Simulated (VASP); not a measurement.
Here is a VASP 6.6.1 calculation.

File INCAR:

```
PREC = Accurate
ENCUT = 520
EDIFF = 1E-6
ISMEAR = 0
SIGMA = 0.05
LREAL = Auto
LASPH = True
NELM = 100
ALGO = Normal
ISIF = 2
LWAVE = False
LCHARG = False
GGA = PE
IVDW = 12
NBANDS = 40
```

Contents of KPOINTS:

```
regular mesh
0
Gamma
  3 3 3
```

Contents of POSCAR:

```
Li
1.0
    6.9800000000      0.0000000000      0.0000000000
    0.0000000000      6.9800000000      0.0000000000
    0.0000000000      0.0000000000      6.9800000000
Li
17
Direct
   -0.0078316619     -0.0453273639     -0.0173315186
    0.4548551576     -0.0090014327      0.0292237822
   -0.0576051576      0.5267666189     -0.0620816619
    0.0013805158      0.0015757880      0.4764435530
    0.3549214900      0.3128379656      0.3732339542
    0.4852886819      0.4966090258     -0.0110538682
    0.4846647564     -0.0344011461      0.4770968481
    0.7320839542      0.2418017192      0.2382892550
   -0.0254660458      0.4823173352      0.5108700573
    0.2235924069      0.7015292264      0.2494025788
    0.2481502865      0.2343633238      0.7456955587
    0.5568481375      0.5428643266      0.5505651862
    0.7456702006      0.7306050143      0.2408537249
    0.7248391117      0.2178631805      0.7538395415
    0.2422987106      0.7333732092      0.7338942693
    0.7283673352      0.8032623209      0.7556242120
    0.1154848138      0.2615889685      0.1297339542
```

Potentials or basis: VASP PAW PBE potentials, release 64 (Li_sv).

The run is started by

```bash
$ cat potpaw_PBE.64/Li_sv/POTCAR > POTCAR
$ mpirun -np 1 vasp_std > vasp.out
```

Task: Estimate the largest force.

Result: 0.071 eV/Å.

Task: What does it give for the dispersion energy per atom?

Result: -0.172 eV.

Forces on the atoms (eV/Å):
```
Li   0.011 -0.043  0.024
Li   0.005 -0.003 -0.003
Li  -0.005 -0.025 -0.018
Li   0.014 -0.012  0.004
Li  -0.003  0.008 -0.021
Li   0.010 -0.001  0.022
Li  -0.031  0.009 -0.011
Li  -0.003 -0.013 -0.016
Li   0.012 -0.005 -0.018
Li   0.005  0.007 -0.010
Li  -0.020 -0.006  0.015
Li   0.032 -0.010  0.032
Li  -0.007  0.012 -0.012
Li  -0.006  0.021 -0.011
Li  -0.008  0.004 -0.012
Li  -0.031  0.008 -0.010
Li   0.026  0.048  0.046
```
